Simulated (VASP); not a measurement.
# ZnO (P6_3mc) in VASP: a series of runs

The runs below take ZnO through single point, with PBE.

Program: VASP 6.6.1. These are calculated values, not measurements. Logs are shortened: lines on timing, memory, paths and dates and some standing lists are left out, and cuts for length are marked.

### Step 1. The cell of the first run

It takes space group P6_3mc (No. 186, hexagonal). The conventional cell has a = 3.214 Å, b = 3.214 Å, c = 5.357 Å, α = 90.00°, β = 90.00°, γ = 120.00°. Zn (site symmetry 3m) has 4 O at 1.97 to 2.03 Å within 2.6 Å. Within 2.6 Å of O (site symmetry 3m) lie 4 Zn at 1.97 to 2.03 Å.

### Step 2. Single point, PBE (biaxial strain in the a-b plane: -2.0 %)

INCAR

```
PREC = Accurate
ENCUT = 520
EDIFF = 1E-7
ISMEAR = 0
SIGMA = 0.02
LREAL = False
LASPH = True
NELM = 60
ALGO = Normal
ISIF = 2
LWAVE = False
LCHARG = True
GGA = PE
LELF = True
LVHAR = True
NBANDS = 26
```

KPOINTS

```
regular mesh
0
Gamma
  12 12 6
```

POSCAR

```
ZnO
1.0
    3.2138029398      0.0000000000      0.0000000000
   -1.6069014699      2.7832349886      0.0000000000
    0.0000000000      0.0000000000      5.3567519999
Zn O
2 2
Direct
    0.6666666667      0.3333333333      0.5006044111
    0.3333333333      0.6666666667      0.0006044111
    0.6666666667      0.3333333333      0.8797055889
    0.3333333333      0.6666666667      0.3797055889
```

Potentials or basis: VASP PAW PBE potentials, release 64 (Zn, O).

Run with:

```
$ cat potpaw_PBE.64/Zn/POTCAR potpaw_PBE.64/O/POTCAR > POTCAR
$ mpirun -np 1 vasp_std > vasp.out
```

OUTCAR:

```text
PREC = Accurate
   ENCUT = 520
   EDIFF = 1E-7
   ISMEAR = 0
   LREAL = False
   LASPH = True
   NELM = 60
   ISIF = 2
   GGA = PE

 ion  position               nearest neighbor table
   1  0.667  0.333  0.501-   4 1.97   4 1.97   4 1.97   3 2.03
   2  0.333  0.667  0.001-   3 1.97   3 1.97   3 1.97   4 2.03
   3  0.667  0.333  0.880-   2 1.97   2 1.97   2 1.97   1 2.03
   4  0.333  0.667  0.380-   1 1.97   1 1.97   1 1.97   2 2.03

  LATTYP: Found a hexagonal cell.
 ALAT       =     3.2138029398
 C/A-ratio  =     1.6667954135

  Lattice vectors:

 A1 = (   3.2138029398,   0.0000000000,   0.0000000000)
 A2 = (  -1.6069014699,   2.7832349886,   0.0000000000)
 A3 = (   0.0000000000,   0.0000000000,   5.3567519999)

Analysis of symmetry for initial positions (statically):
=====================================================================
 Subroutine PRICEL returns:
 Original cell was already a primitive cell.

 Routine SETGRP: Setting up the symmetry group for a
 hexagonal supercell.

 Subroutine GETGRP returns: Found 12 space group operations
 (whereof  6 operations were pure point group operations)
 out of a pool of 24 trial point group operations.

The static configuration has the point symmetry C_3v.
 The point group associated with its full space group is C_6v.

Analysis of symmetry for dynamics (positions and initial velocities):
=====================================================================
 Subroutine PRICEL returns:
 Original cell was already a primitive cell.

 Routine SETGRP: Setting up the symmetry group for a
 hexagonal supercell.

 Subroutine GETGRP returns: Found 12 space group operations
 (whereof  6 operations were pure point group operations)
 out of a pool of 24 trial point group operations.

The dynamic configuration has the point symmetry C_3v.
 The point group associated with its full space group is C_6v.

 Subroutine INISYM returns: Found 12 space group operations
 (whereof  6 operations are pure point group operations),
 and found     1 'primitive' translations

----------------------------------------------------------------------------------------

                                     Primitive cell

  volume of cell :      47.9149

  direct lattice vectors                    reciprocal lattice vectors
     3.213802940  0.000000000  0.000000000     0.311157846  0.179647066  0.000000000
    -1.606901470  2.783234989  0.000000000     0.000000000  0.359294132  0.000000000
     0.000000000  0.000000000  5.356752000     0.000000000  0.000000000  0.186680287

  length of vectors
     3.213802940  3.213802940  5.356752000     0.359294132  0.359294132  0.186680287

  position of ions in fractional coordinates (direct lattice)
     0.666666667  0.333333333  0.500604411
     0.333333333  0.666666667  0.000604411
     0.666666667  0.333333333  0.879705589
     0.333333333  0.666666667  0.379705589

  ion indices of the primitive-cell ions
   primitive index   ion index
                 1           1
                 2           2
                 3           3
                 4           4

----------------------------------------------------------------------------------------

 KPOINTS: regular mesh

Automatic generation of k-mesh.
 Grid dimensions read from file:
 generate k-points for:   12   12    6

 Generating k-lattice:

  Cartesian coordinates                     Fractional coordinates (reciprocal lattice)
     0.025929820  0.014970589  0.000000000     0.083333333  0.000000000  0.000000000
     0.000000000  0.029941178  0.000000000     0.000000000  0.083333333  0.000000000
     0.000000000  0.000000000  0.031113381     0.000000000  0.000000000  0.166666667

  Length of vectors
     0.029941178  0.029941178  0.031113381

  Shift w.r.t. Gamma in fractional coordinates (k-lattice)
     0.000000000  0.000000000  0.000000000

 Subroutine IBZKPT returns following result:
 ===========================================

 Found     76 irreducible k-points:

 Following reciprocal coordinates:
            Coordinates               Weight
  0.000000  0.000000  0.000000      1.000000
  0.083333 -0.000000  0.000000      6.000000
  0.166667 -0.000000  0.000000      6.000000
  0.250000  0.000000  0.000000      6.000000
  0.333333 -0.000000  0.000000      6.000000
  0.416667  0.000000  0.000000      6.000000
[... 16 lines left out ...]
  0.250000  0.000000  0.166667     12.000000
  0.333333 -0.000000  0.166667     12.000000
 [... further k-points ...]
   k-points           NKPTS =     76   k-points in BZ     NKDIM =     76   number of bands    NBANDS=     26
   number of dos      NEDOS =    301   number of ions     NIONS =      4
   total plane-waves  NPLWV =  23040
   dimension x,y,z NGX =    24 NGY =   24 NGZ =   40
   dimension x,y,z NGXF=    48 NGYF=   48 NGZF=   80
   ions per type =               2   2
   NGX,Y,Z   is equivalent  to a cutoff of  12.41, 12.41, 12.41 a.u.
   NGXF,Y,Z  is equivalent  to a cutoff of  24.83, 24.83, 24.83 a.u.
 SYSTEM =  unknown system
   PREC   = accura    normal or accurate (medium, high low for compatibility)
   ISTART =      0    job   : 0-new  1-cont  2-samecut
   ICHARG =      2    charge: 1-file 2-atom 10-const
   ISPIN  =      1    spin polarized calculation?
   LNONCOLLINEAR =      F non collinear calculations
   LSORBIT =      F    spin-orbit coupling
   LASPH  =      T    aspherical Exc in radial PAW
   ENCUT  =  520.0 eV  38.22 Ry    6.18 a.u.   5.98  5.98  9.96*2*pi/ulx,y,z
   NELM   =     60;   NELMIN=  2; NELMDL= -5     # of ELM steps
   EDIFF  = 0.1E-06   stopping-criterion for ELM
   LREAL  =      F    real-space projection
   EDIFFG = 0.1E-05   stopping-criterion for IOM
   NSW    =      0    number of steps for IOM
   IBRION =     -1    ionic relax: 0-MD 1-quasi-New 2-CG
   NFREE  =      0    steps in history (QN), initial steepest desc. (CG)
   ISIF   =      2    stress and relaxation
   ISYM   =      2    0-nonsym 1-usesym 2-fastsym
   POTIM  = 0.5000    time-step for ionic-motion
   TEBEG  =    0.0;   TEEND  =   0.0 temperature during run
   PSTRESS=    0.0 pullay stress
   NELECT =      36.0000    total number of electrons
   NUPDOWN=      -1.0000    fix difference up-down
   EMIN   =  10.00;   EMAX   =-10.00  energy-range for DOS
   EFERMI =   0.00;   METHOD = LEGACY
   ISMEAR =     0;   SIGMA  =   0.02  broadening in eV -4-tet -1-fermi 0-gaus
   EFERMI_NEDOS =   21; number of points for ismear=-14 and -15
   IALGO  =     38    algorithm
   IMIX   =      4    mixing-type and parameters
     AMIX     =   0.40;   BMIX     =  1.00
     AMIX_MAG =   1.60;   BMIX_MAG =  1.00
  volume/ion in A,a.u.               =      11.98        80.84
  Fermi-wavevector in a.u.,A,eV,Ry     =   1.488283  2.812447 30.136707  2.214986
  Thomas-Fermi vector in A             =   2.601337
   LORBIT       =      0    0 simple, 1 ext, 2 COOP (PROOUT), +10 PAW based schemes
   GGA     = PE    functional components
   LHFCALC =     F    Hartree Fock is set to
   AEXX    =    0.0000 exact exchange contribution
   IVDW    =     0    specifies the selected vdW correction
   LEPSILON=     F    determine dielectric tensor
   LRPA    =     F    only Hartree local field effects (RPA)
 non-spin polarized calculation
 Gauss-broadening in eV      SIGMA  =   0.02
  energy-cutoff  :      520.00
  volume of cell :       47.91
 maximum number of plane-waves:      1314
 NGX is ok and might be reduce to    24
   NGX = 11   NGY = 11   NGZ = 19

 number of electron      36.0000024 magnetization

 Free energy of the ion-electron system (eV)
  ---------------------------------------------------
  ext. energy  EPLUGINS =         0.00000000
  ---------------------------------------------------
  free energy    TOTEN  =       -17.81123968 eV

  energy without entropy =      -17.81123968  energy(sigma->0) =      -17.81123968

 E-fermi :   1.3411     XC(G=0): -10.8777

 val. band max:        1.1827168507   @ k =   0.0000   0.0000   0.0000
 cond. band min:       1.9009984511   @ k =   0.0000   0.0000   0.0000
 fundamental gap:      0.7182816003
 Fermi energy:         1.3411082109

 k-point     1 :       0.0000    0.0000    0.0000
  band No.  band energies     occupation
      1     -16.8995      2.00000
      2     -16.2403      2.00000
      3      -4.5427      2.00000
      4      -4.5427      2.00000
      5      -4.5214      2.00000
      6      -4.4865      2.00000
[... 18 lines left out ...]
     25      15.5039      0.00000
     26      15.5039      0.00000

 k-point     2 :       0.0833   -0.0000    0.0000
  band No.  band energies     occupation
      1     -16.8601      2.00000
      2     -16.2204      2.00000
      3      -4.5883      2.00000
      4      -4.5192      2.00000
      5      -4.4642      2.00000
      6      -4.4581      2.00000
[... 18 lines left out ...]
     25      14.9742      0.00000
     26      15.5892      0.00000

 k-point     3 :       0.1667   -0.0000    0.0000
  band No.  band energies     occupation
      1     -16.7495      2.00000
      2     -16.1673      2.00000
      3      -4.6961      2.00000
      4      -4.4571      2.00000
      5      -4.4384      2.00000
      6      -4.3582      2.00000
[... 18 lines left out ...]
     25      14.8654      0.00000
     26      15.6457      0.00000

 k-point     4 :       0.2500    0.0000    0.0000
  band No.  band energies     occupation
      1     -16.5896      2.00000
      2     -16.0983      2.00000
      3      -4.8045      2.00000
      4      -4.4673      2.00000
      5      -4.3802      2.00000
      6      -4.2459      2.00000
[... 18 lines left out ...]
     25      14.6994      0.00000
     26      15.4711      0.00000
[... 496 lines left out ...]
      1     -16.7120      2.00000
      2     -16.2077      2.00000
      3      -4.7214      2.00000
      4      -4.5423      2.00000
      5      -4.4471      2.00000
      6      -4.3873      2.00000
[... 18 lines left out ...]
     25      14.5407      0.00000
     26      15.4618      0.00000

 k-point    23 :       0.2500    0.0000    0.1667
  band No.  band energies     occupation
      1     -16.5573      2.00000
      2     -16.1317      2.00000
      3      -4.8278      2.00000
      4      -4.5598      2.00000
      5      -4.3662      2.00000
      6      -4.2646      2.00000
[... 18 lines left out ...]
     25      14.7074      0.00000
     26      15.3634      0.00000

 k-point    24 :       0.3333   -0.0000    0.1667
  band No.  band energies     occupation
      1     -16.3892      2.00000
      2     -16.0631      2.00000
      3      -4.8781      2.00000
      4      -4.5948      2.00000
      5      -4.2973      2.00000
      6      -4.1155      2.00000
[... 18 lines left out ...]
     25      14.6913      0.00000
     26      15.3311      0.00000

 [... further k-points ...]
[... 5 lines left out ...]
  --------------------------------------------------------------------------------------
  -------------------------------------------------------------------------------------
  Total        2.2767347      2.2767347      0.1081002      0.0000000      0.0000000      0.0000000
  in kB       76.1293892     76.1293892      3.6146500      0.0000000      0.0000000      0.0000000
  external PRESSURE =      51.9578095 kB  Pullay stress =       0.0000000 kB

 VOLUME and BASIS-vectors are now :
 -----------------------------------------------------------------------------
  energy-cutoff  :      520.00
  volume of cell :       47.91
      direct lattice vectors                 reciprocal lattice vectors
     3.213802940  0.000000000  0.000000000     0.311157846  0.179647066  0.000000000
    -1.606901470  2.783234989  0.000000000     0.000000000  0.359294132  0.000000000
     0.000000000  0.000000000  5.356752000     0.000000000  0.000000000  0.186680287

 POSITION                                       TOTAL-FORCE (eV/Angst)
 -----------------------------------------------------------------------------------
      1.60690      0.92774      2.68161         0.000000     -0.000000      0.270605
     -0.00000      1.85549      0.00324        -0.000000      0.000000      0.270605
      1.60690      0.92774      4.71236        -0.000000      0.000000     -0.270605
     -0.00000      1.85549      2.03399         0.000000     -0.000000     -0.270605
 -----------------------------------------------------------------------------------
    total drift:                                0.000000      0.000001     -0.000781

  FREE ENERGIE OF THE ION-ELECTRON SYSTEM (eV)
  ---------------------------------------------------
  free  energy   TOTEN  =       -17.8112396776 eV

  energy  without entropy=      -17.8112396776  energy(sigma->0) =      -17.81123968
```

Wall time 61 s (1 thread of Intel Xeon 6975P-C, shared host); peak memory 0.21 GiB.

What came out:

| Property | Result |
| --- | --- |
| Free energy | -17.8112 eV |
| Pressure | 5.2 GPa |
| Largest force | 0.271 eV/Å |
| Band gap on the k mesh | 0.72 eV, direct |

Forces on the atoms (eV/Å):
```
Zn   0.000  0.000  0.271
Zn   0.000  0.000  0.271
O    0.000  0.000 -0.271
O    0.000  0.000 -0.271
```

Stress tensor (GPa, compression positive):
```
7.61 0.00 0.00
0.00 7.61 0.00
0.00 0.00 0.36
```

Levels at points of the mesh, in eV from the valence-band top:
| k point | band 14 | band 15 | band 16 | band 17 | band 18 | band 19 | band 20 | band 21 | band 22 | band 23 |
| --- | --- | --- | --- | --- | --- | --- | --- | --- | --- | --- |
| (0.00, 0.00, 0.00) | -0.71 | -0.71 | -0.17 | 0.00 | 0.00 | 0.72 | 5.27 | 7.85 | 13.14 | 13.14 |
| (0.50, 0.00, 0.00) | -3.62 | -2.82 | -2.16 | -1.34 | -0.88 | 5.75 | 6.87 | 7.33 | 8.59 | 10.24 |
| (0.00, 0.00, 0.50) | -2.36 | -0.35 | -0.35 | -0.35 | -0.35 | 3.36 | 3.36 | 9.77 | 9.77 | 13.43 |
| (0.50, 0.00, 0.50) | -3.82 | -1.49 | -1.49 | -1.49 | -1.49 | 5.61 | 5.61 | 8.39 | 8.39 | 11.16 |

Caveat: the cell differs from its parent crystal (biaxial strain in the a-b plane: -2.0 %).

### Step 3. Single point, PBE (biaxial strain in the a-b plane: -2.0 %, then relaxed in part)

INCAR

```
ALGO = Normal
EDIFF = 1E-6
ENCUT = 520
GGA = PE
ISIF = 2
ISMEAR = 0
LASPH = T
LCHARG = T
LELF = T
LREAL = F
LVHAR = T
LWAVE = F
NBANDS = 26
NELM = 60
PREC = Accurate
SIGMA = 0.02
```

KPOINTS

```
k-points
0
Gamma
  12 12 6
```

POSCAR

```
ZnO
1.0
    3.2138029398      0.0000000000      0.0000000000
   -1.6069014699      2.7832349886      0.0000000000
    0.0000000000      0.0000000000      5.3896482901
Zn O
2 2
Direct
    0.6666666667      0.3333333333      0.5053265989
    0.3333333333      0.6666666667      0.0053265989
    0.6666666667      0.3333333333      0.8749834011
    0.3333333333      0.6666666667      0.3749834011
```

Potentials or basis: VASP PAW PBE potentials, release 64 (Zn, O).

Run with:

```
$ cat potpaw_PBE.64/Zn/POTCAR potpaw_PBE.64/O/POTCAR > POTCAR
$ mpirun -np 1 vasp_std > vasp.out
```

Run time: 57 s. Hardware: 1 thread of Intel Xeon 6975P-C, shared host; peak memory 0.21 GiB.

Results (log left out):

```yaml
Free_energy: -17.8274 eV
Pressure: 3.9 GPa
Largest_force: 0.010 eV/Å
Band_gap_on_the_k_mesh: 0.70 eV, direct
```

Forces in eV/Å, atoms in the order of the input:
```
Zn   0.000  0.000  0.010
Zn   0.000  0.000  0.010
O    0.000  0.000 -0.010
O    0.000  0.000 -0.010
```

Stress tensor (GPa, compression positive):
```
5.39 0.00 0.00
0.00 5.39 0.00
0.00 0.00 1.01
```

Levels at points of the mesh, in eV from the valence-band top:
```
           k point  band 15  band 16  band 17  band 18  band 19  band 20  band 21  band 22
(0.00, 0.00, 0.00)    -0.76    -0.13     0.00     0.00     0.70     5.33     7.83    13.19
(0.50, 0.00, 0.00)    -2.84    -2.13    -1.38    -0.76     5.73     6.85     7.23     8.59
(0.00, 0.00, 0.50)    -0.38    -0.38    -0.38    -0.38     3.35     3.35     9.80     9.80
(0.50, 0.00, 0.50)    -1.52    -1.52    -1.41    -1.41     5.58     5.58     8.35     8.35
```

Caveat: the cell differs from its parent crystal (biaxial strain in the a-b plane: -2.0 %, then relaxed in part).

### Step 4. Single point, PBE

This run uses another cell than the first one, of 12.32 Å³/atom, 1.029 times its volume.

INCAR

```
SYSTEM = ZnO
PREC = Accurate ; ENCUT = 520
EDIFF = 1E-7 ; ISMEAR = 0
SIGMA = 0.02 ; LREAL = .FALSE.
LASPH = .TRUE. ; NELM = 60
ALGO = Normal ; ISIF = 2
LWAVE = .FALSE. ; LCHARG = .FALSE.
GGA = PE ; NBANDS = 26
```

KPOINTS

```
regular mesh
0
G
  12 12 6
  0 0 0
```

POSCAR

```
ZnO
1.0
    3.2793907549      0.0000000000      0.0000000000
   -1.6396953774      2.8400357027      0.0000000000
    0.0000000000      0.0000000000      5.2932332014
Zn O
2 2
Direct
    0.6666666667      0.3333333333      0.5006044111
    0.3333333333      0.6666666667      0.0006044111
    0.6666666667      0.3333333333      0.8797055889
    0.3333333333      0.6666666667      0.3797055889
```

Run with:

```
$ cat potpaw_PBE.64/Zn/POTCAR potpaw_PBE.64/O/POTCAR > POTCAR
$ mpirun -np 1 vasp_std > vasp.out
```

Run time: 63 s. Hardware: 1 thread of Intel Xeon 6975P-C, shared host; peak memory 0.21 GiB.

Results (log left out):

```yaml
Free_energy: -17.8610 eV
Pressure: 0.9 GPa
Band_gap_on_the_k_mesh: 0.73 eV, direct
```

Levels at points of the mesh, in eV from the valence-band top:
```
           k point  band 16  band 17  band 18  band 19  band 20  band 21
(0.00, 0.00, 0.00)    -0.08     0.00     0.00     0.73     5.09     8.07
(0.50, 0.00, 0.00)    -2.15    -1.23    -0.79     5.62     6.82     7.52
(0.00, 0.00, 0.50)    -0.37    -0.37    -0.37     3.36     3.36     9.91
(0.50, 0.00, 0.50)    -1.43    -1.32    -1.32     5.64     5.64     8.23
```

As with any semilocal functional, this PBE gap is likely too small.

### Step 5. Overview

```csv
cell,gap on the mesh (eV),pressure (GPa),largest force (eV/Å)
"a = 3.214, b = 3.214, c = 5.357 Å, angles 90.0, 90.0, 120.0°, 4 atoms",0.72,5.2,0.27
"a = 3.214, b = 3.214, c = 5.390 Å, angles 90.0, 90.0, 120.0°, 4 atoms",0.70,3.9,0.01
"a = 3.279, b = 3.279, c = 5.293 Å, angles 90.0, 90.0, 120.0°, 4 atoms",0.73,0.9,-
```

Alike in all rows: task single point; level PBE; potentials or basis VASP PAW PBE potentials, release 64 (Zn, O); no spin polarisation; k mesh 12 × 12 × 6; cutoff (eV) 520; smearing gaussian 0.02 eV.

Total energies depend on the potentials used, so only differences within one code and one set of settings carry meaning.
